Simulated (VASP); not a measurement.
**ZnC2: single point with PBEsol**

ZnC2:

```
CELL_PARAMETERS angstrom
-1.76618 1.76618 2.52889
1.76618 -1.76618 2.52889
1.76618 1.76618 -2.52889
ATOMIC_POSITIONS crystal
Zn 0.00000 0.00000 0.00000
C 0.62302 0.62302 0.00000
C 0.37698 0.37698 0.00000
```

```
Program                : VASP 6.6.1
Task                   : single point
Functional             : PBEsol
Potentials or basis    : VASP PAW PBE potentials, release 64 (Zn, C)
Cutoff                 : 520 eV
k mesh                 : 8 × 8 × 8
Occupations            : gaussian, width 0.01 eV
Spin                   : no spin polarisation
Dipole correction      : no
Further INCAR settings : ALGO = Normal; EDIFF = 1e-07; NBANDS = 17
```

```
Pressure               : 14.7 GPa
Largest force          : 0.103 eV/Å
Band gap on the k mesh : 1.73 eV, indirect (least direct gap 3.68 eV)
```

Forces on the atoms (eV/Å):
```
Zn   0.000  0.000  0.000
C    0.000  0.000  0.103
C    0.000  0.000 -0.103
```

Stress tensor (GPa, compression positive):
```
14.22  0.00  0.00
 0.00 14.22  0.00
 0.00  0.00 15.59
```

Levels at points of the mesh, in eV from the valence-band top:
```tsv
k point	band 6	band 7	band 8	band 9	band 10	band 11	band 12	band 13	band 14	band 15
(0.00, 0.00, 0.00)	-6.28	-4.59	-3.46	-1.60	-1.60	3.72	3.72	8.17	10.54	10.54
(0.50, 0.00, 0.00)	-6.16	-5.55	-3.97	-1.64	-1.01	3.21	3.66	6.83	7.60	10.76
(0.50, 0.50, 0.00)	-6.12	-6.02	-5.69	-3.57	-2.67	1.73	7.15	7.68	8.97	10.28
(0.50, 0.50, 0.50)	-6.13	-6.13	-4.08	-4.08	-2.20	4.16	6.66	7.41	7.41	12.30
```

It took 25 s on 1 thread of Intel(R) Xeon(R) Platinum 8488C (Sapphire Rapids), with other jobs on the host, peak memory 0.17 GiB.

Caveat: the PAW data sets were made with another functional, which shifts forces and pressure a little. A k mesh can miss the band edges.
